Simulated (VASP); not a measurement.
# SnSe (Fmmm) in VASP: a series of runs

The runs below take SnSe through single point, with LDA.

Program: VASP 6.6.1. These are calculated values, not measurements. Logs are shortened: lines on timing, memory, paths and dates and some standing lists are left out, and cuts for length are marked.

## (1) The cell of the first run

The structure is orthorhombic, space group Fmmm (No. 69). The conventional cell has a = 5.658 Å, b = 5.893 Å, c = 6.129 Å, α = 90.00°, β = 90.00°, γ = 90.00°. Within 3.7 Å of Sn (site symmetry mmm) lie 6 Se at 2.83 to 3.06 Å. Se (site symmetry mmm) has 6 Sn at 2.83 to 3.06 Å within 3.7 Å.

## (2) Single point, LDA (strain -0.0400 x Voigt [1, -1, 0, 0, 0, 0])

Input file INCAR:

```
SYSTEM = SnSe
PREC = Accurate ; ENCUT = 520
EDIFF = 1E-7 ; ISMEAR = 0
SIGMA = 0.05 ; LREAL = .False.
LASPH = .True. ; NELM = 100
ALGO = Normal ; ISIF = 2
LWAVE = .False. ; LCHARG = .False.
NBANDS = 17
```

Input file KPOINTS:

```
regular mesh
0
Gamma
  8 8 8
  0 0 0
```

Input file POSCAR:

```
SnSe
1.0
    0.0000000000      3.0645136809      2.9466477701
    2.8287818593      0.0000000000      2.9466477701
    2.8287818593      3.0645136809      0.0000000000
Sn Se
1 1
Direct
    0.0000000000      0.0000000000      0.0000000000
    0.5000000000      0.5000000000      0.5000000000
```

Potentials or basis: VASP PAW LDA potentials, release 64 (Sn_d, Se).

Launch:

```bash
$ cat potpaw_LDA.64/Sn_d/POTCAR potpaw_LDA.64/Se/POTCAR > POTCAR
$ mpirun -np 1 vasp_std > vasp.out
```

OUTCAR:

```text
SYSTEM = SnSe
   PREC = Accurate
   ENCUT = 520
   EDIFF = 1E-7
   ISMEAR = 0
   LREAL = .False.
   LASPH = .True.
   NELM = 100
   ISIF = 2

 ion  position               nearest neighbor table
   1  0.000  0.000  0.000-   2 2.83   2 2.83   2 2.95   2 2.95   2 3.06   2 3.06
   2  0.500  0.500  0.500-   1 2.83   1 2.83   1 2.95   1 2.95   1 3.06   1 3.06

  LATTYP: Found a face centered orthorhombic cell.
 ALAT       =     5.6575637186
 B/A-ratio  =     1.0416666667
 C/A-ratio  =     1.0833333333

  Lattice vectors:

 A1 = (   0.0000000000,   3.0645136809,  -2.9466477701)
 A2 = (   2.8287818593,   3.0645136809,   0.0000000000)
 A3 = (   2.8287818593,   0.0000000000,  -2.9466477701)

Analysis of symmetry for initial positions (statically):
=====================================================================
 Subroutine PRICEL returns:
 Original cell was already a primitive cell.

 Routine SETGRP: Setting up the symmetry group for a
 face centered orthorhombic supercell.

 Subroutine GETGRP returns: Found  8 space group operations
 (whereof  8 operations were pure point group operations)
 out of a pool of  8 trial point group operations.

The static configuration has the point symmetry D_2h.

Analysis of symmetry for dynamics (positions and initial velocities):
=====================================================================
 Subroutine PRICEL returns:
 Original cell was already a primitive cell.

 Routine SETGRP: Setting up the symmetry group for a
 face centered orthorhombic supercell.

 Subroutine GETGRP returns: Found  8 space group operations
 (whereof  8 operations were pure point group operations)
 out of a pool of  8 trial point group operations.

The dynamic configuration has the point symmetry D_2h.

 Subroutine INISYM returns: Found  8 space group operations
 (whereof  8 operations are pure point group operations),
 and found     1 'primitive' translations

----------------------------------------------------------------------------------------

                                     Primitive cell

  volume of cell :      51.0880

  direct lattice vectors                    reciprocal lattice vectors
     0.000000000  3.064513681  2.946647770    -0.176754527  0.163158025  0.169684346
     2.828781859  0.000000000  2.946647770     0.176754527 -0.163158025  0.169684346
     2.828781859  3.064513681  0.000000000     0.176754527  0.163158025 -0.169684346

  length of vectors
     4.251350042  4.084695813  4.170521659     0.294373031  0.294373031  0.294373031

  position of ions in fractional coordinates (direct lattice)
[... 79 lines left out ...]
   EDIFF  = 0.1E-06   stopping-criterion for ELM
   LREAL  =      F    real-space projection
   EDIFFG = 0.1E-05   stopping-criterion for IOM
   NSW    =      0    number of steps for IOM
   IBRION =     -1    ionic relax: 0-MD 1-quasi-New 2-CG
   NFREE  =      0    steps in history (QN), initial steepest desc. (CG)
   ISIF   =      2    stress and relaxation
   ISYM   =      2    0-nonsym 1-usesym 2-fastsym
   POTIM  = 0.5000    time-step for ionic-motion
   TEBEG  =    0.0;   TEEND  =   0.0 temperature during run
   PSTRESS=    0.0 pullay stress
   NELECT =      20.0000    total number of electrons
   NUPDOWN=      -1.0000    fix difference up-down
   EMIN   =  10.00;   EMAX   =-10.00  energy-range for DOS
   EFERMI =   0.00;   METHOD = LEGACY
   ISMEAR =     0;   SIGMA  =   0.05  broadening in eV -4-tet -1-fermi 0-gaus
   EFERMI_NEDOS =   21; number of points for ismear=-14 and -15
   IALGO  =     38    algorithm
   IMIX   =      4    mixing-type and parameters
     AMIX     =   0.40;   BMIX     =  1.00
     AMIX_MAG =   1.60;   BMIX_MAG =  1.00
  volume/ion in A,a.u.               =      25.54       172.38
  Fermi-wavevector in a.u.,A,eV,Ry     =   1.197600  2.263136 19.514095  1.434246
  Thomas-Fermi vector in A             =   2.333511
   LORBIT       =      0    0 simple, 1 ext, 2 COOP (PROOUT), +10 PAW based schemes
   GGA     = CA    functional components
   LHFCALC =     F    Hartree Fock is set to
   AEXX    =    0.0000 exact exchange contribution
   IVDW    =     0    specifies the selected vdW correction
   LEPSILON=     F    determine dielectric tensor
   LRPA    =     F    only Hartree local field effects (RPA)
 non-spin polarized calculation
 Gauss-broadening in eV      SIGMA  =   0.05
  energy-cutoff  :      520.00
  volume of cell :       51.09
 maximum number of plane-waves:      1392
   NGX = 15   NGY = 15   NGZ = 15

 number of electron      20.0000001 magnetization

 Free energy of the ion-electron system (eV)
  ---------------------------------------------------
  ext. energy  EPLUGINS =         0.00000000
  ---------------------------------------------------
  free energy    TOTEN  =        -9.43421757 eV

  energy without entropy =       -9.43421757  energy(sigma->0) =       -9.43421757

 E-fermi :   6.5406     XC(G=0): -10.1687

 val. band max:        6.2366908147   @ k =  -0.3750  -0.0000   0.1250
 cond. band min:       6.7467682778   @ k =  -0.3750   0.1250   0.0000
 fundamental gap:      0.5100774631
 Fermi energy:         6.5405643912

 k-point     1 :       0.0000    0.0000    0.0000
  band No.  band energies     occupation
      1     -15.3273      2.00000
      2     -15.3155      2.00000
      3     -15.3082      2.00000
      4     -15.3045      2.00000
      5     -15.3000      2.00000
      6      -8.1727      2.00000
[... 457 lines left out ...]
      4     -15.2959      2.00000
      5     -15.2927      2.00000
      6      -7.3838      2.00000
[... 9 lines left out ...]
     16      15.3760      0.00000
     17      17.7690      0.00000

 [... further k-points ...]

------------------------ aborting loop because EDIFF is reached ----------------------------------------

  FORCE on cell =-STRESS in cart. coord.  units (eV):
  Direction    XX          YY          ZZ          XY          YZ          ZX
  --------------------------------------------------------------------------------------
  -------------------------------------------------------------------------------------
  Total        2.3219453     -1.4508062      0.0317754      0.0000000      0.0000000      0.0000000
  in kB       72.8187667    -45.4988837      0.9965113      0.0000000      0.0000000      0.0000000
  external PRESSURE =       9.4387981 kB  Pullay stress =       0.0000000 kB

 VOLUME and BASIS-vectors are now :
 -----------------------------------------------------------------------------
  energy-cutoff  :      520.00
  volume of cell :       51.09
      direct lattice vectors                 reciprocal lattice vectors
     0.000000000  3.064513681  2.946647770    -0.176754527  0.163158025  0.169684346
     2.828781859  0.000000000  2.946647770     0.176754527 -0.163158025  0.169684346
     2.828781859  3.064513681  0.000000000     0.176754527  0.163158025 -0.169684346

 POSITION                                       TOTAL-FORCE (eV/Angst)
 -----------------------------------------------------------------------------------
      0.00000      0.00000      0.00000        -0.000000      0.000000      0.000000
      2.82878      3.06451      2.94665         0.000000      0.000000     -0.000000
 -----------------------------------------------------------------------------------
    total drift:                                0.000000     -0.000000     -0.000000

  FREE ENERGIE OF THE ION-ELECTRON SYSTEM (eV)
  ---------------------------------------------------
  free  energy   TOTEN  =        -9.4342175682 eV

  energy  without entropy=       -9.4342175682  energy(sigma->0) =       -9.43421757
```

It took 76 s on 1 thread of Intel Xeon 8259CL, shared host; peak memory 0.21 GiB.

What came out:

| Quantity | Value |
| --- | --- |
| Free energy | -9.4342 eV |
| Pressure | 0.9 GPa |
| Band gap on the k mesh | 0.51 eV (least direct gap 0.59 eV) |

Stress tensor (GPa, compression positive):
```
 7.28  0.00  0.00
 0.00 -4.55  0.00
 0.00  0.00  0.10
```

Caveat: the cell differs from its parent crystal (strain -0.0400 x Voigt [1, -1, 0, 0, 0, 0]); spin-orbit coupling is left out, which moves the levels of the heavy elements. A k mesh can miss the band edges.

## (3) Single point, LDA (strain +0.0350 x Voigt [1, -1, 0, 0, 0, 0])

Input file INCAR:

```
PREC = Accurate
ENCUT = 520
EDIFF = 1E-6
ISMEAR = 0
SIGMA = 0.05
LREAL = False
LASPH = True
NELM = 60
ALGO = Normal
ISIF = 2
LWAVE = False
LCHARG = False
GGA = CA
NBANDS = 17
```

Input file KPOINTS:

```
regular mesh
0
Gamma
  8 8 8
```

Input file POSCAR:

```
SnSe
1.0
    0.0000000000      2.8435150981      2.9466477701
    3.0497804421      0.0000000000      2.9466477701
    3.0497804421      2.8435150981      0.0000000000
Sn Se
1 1
Direct
    0.0000000000      0.0000000000      0.0000000000
    0.5000000000      0.5000000000      0.5000000000
```

Potentials or basis: VASP PAW LDA potentials, release 64 (Sn_d, Se).

Launch:

```bash
$ cat potpaw_LDA.64/Sn_d/POTCAR potpaw_LDA.64/Se/POTCAR > POTCAR
$ mpirun -np 1 vasp_std > vasp.out
```

It took 1.8 min on 1 thread of Intel Xeon 8259CL, shared host; peak memory 0.21 GiB.

Results (log left out):

* Free energy: -9.4521 eV
* Pressure: 0.8 GPa
* Band gap on the k mesh: 0.57 eV (least direct gap 0.64 eV)

Stress tensor (GPa, compression positive):
```
-4.06  0.00  0.00
 0.00  6.26  0.00
 0.00  0.00  0.13
```

Levels at points of the mesh, in eV from the valence-band top:
| k point | band 7 | band 8 | band 9 | band 10 | band 11 | band 12 | band 13 | band 14 |
| --- | --- | --- | --- | --- | --- | --- | --- | --- |
| (0.00, 0.00, 0.00) | -4.94 | -2.74 | -2.35 | -2.04 | 3.64 | 4.43 | 5.41 | 5.54 |
| (0.50, 0.00, 0.00) | -8.49 | -2.17 | -2.04 | -0.18 | 0.85 | 0.99 | 1.35 | 8.32 |
| (0.50, 0.50, 0.00) | -6.11 | -5.96 | -4.36 | -3.53 | 2.79 | 4.74 | 6.30 | 6.56 |
| (0.50, 0.00, 0.50) | -6.27 | -6.02 | -4.24 | -3.85 | 2.64 | 5.03 | 5.88 | 6.78 |
| (0.00, 0.50, 0.50) | -5.94 | -5.88 | -4.08 | -3.65 | 2.89 | 5.34 | 5.84 | 6.32 |

Caveat: the cell differs from its parent crystal (strain +0.0350 x Voigt [1, -1, 0, 0, 0, 0]); spin-orbit coupling is left out, which moves the levels of the heavy elements. A k mesh can miss the band edges.
